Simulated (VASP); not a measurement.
Here is a VASP 6.6.1 calculation.

POSCAR

```
CuO
1.0
    2.3418500000     -1.7113000000      0.0000000000
    2.3418500000      1.7113000000      0.0000000000
   -0.8500274268      0.0000000000      5.0578693947
Cu O
2 2
Direct
    0.5000000000      0.0000000000      0.5000000000
    0.0000000000      0.5000000000      0.0000000000
    0.4184000000      0.5816000000      0.7500000000
    0.5816000000      0.4184000000      0.2500000000
```

INCAR.step1

```
SYSTEM = CuO
ALGO = Normal
EDIFF = 1E-4
ENCUT = 520
GGA = PE
ISMEAR = -1
LASPH = .True.
LCHARG = .False.
LREAL = .False.
LWAVE = .True.
NBANDS = 25
NELM = 80
PREC = Accurate
SIGMA = 0.05
```

File INCAR.step2:

```
SYSTEM = CuO
ALGO = Normal
EDIFF = 1E-6
ENCUT = 520
ISIF = 2
ISMEAR = -1
ISTART = 1
IVDW = 13
LASPH = .True.
LCHARG = .False.
LMIXTAU = .True.
LREAL = .False.
LWAVE = .False.
METAGGA = R2SCAN
NBANDS = 25
NELM = 80
PREC = Accurate
SIGMA = 0.05
VDW_A1 = 0.51559235
VDW_A2 = 5.77342911
VDW_S6 = 1.0
VDW_S8 = 0.6018749
```

The input KPOINTS:

```
k-points
0
Gamma
  10 10 5
  0 0 0
```

Potentials or basis: VASP PAW PBE potentials, release 64 (Cu, O).

Launch:

```sh
$ cat potpaw_PBE.64/Cu/POTCAR potpaw_PBE.64/O/POTCAR > POTCAR
$ cp INCAR.step1 INCAR
$ mpirun -np 1 vasp_std > vasp.out
$ cp INCAR.step2 INCAR
$ mpirun -np 1 vasp_std > vasp.out
```

Problem. Estimate the largest force.

Solution. 0.241 eV/Å.

Problem. What does it give for the dispersion energy per atom?

Solution. -0.120 eV.

Problem. Estimate the band gap on the k mesh.

Solution. Zero (bands 17 and 18 overlap by 0.59 eV).

Problem. What does it give for the pressure?

Solution. -1.9 GPa.

Forces in eV/Å, atoms in the order of the input:
```
Cu   0.000  0.000  0.000
Cu   0.000  0.000  0.000
O    0.000 -0.241  0.000
O    0.000  0.241  0.000
```

Caveat: the PAW data sets were made with another functional, which shifts forces and pressure a little; semilocal functionals often make such compounds metallic where correlation or magnetic order opens a gap, which also shifts bond lengths. With open d or f shells a metallic result of r2SCAN can be an artefact of self-interaction; +U or a hybrid may open a gap.
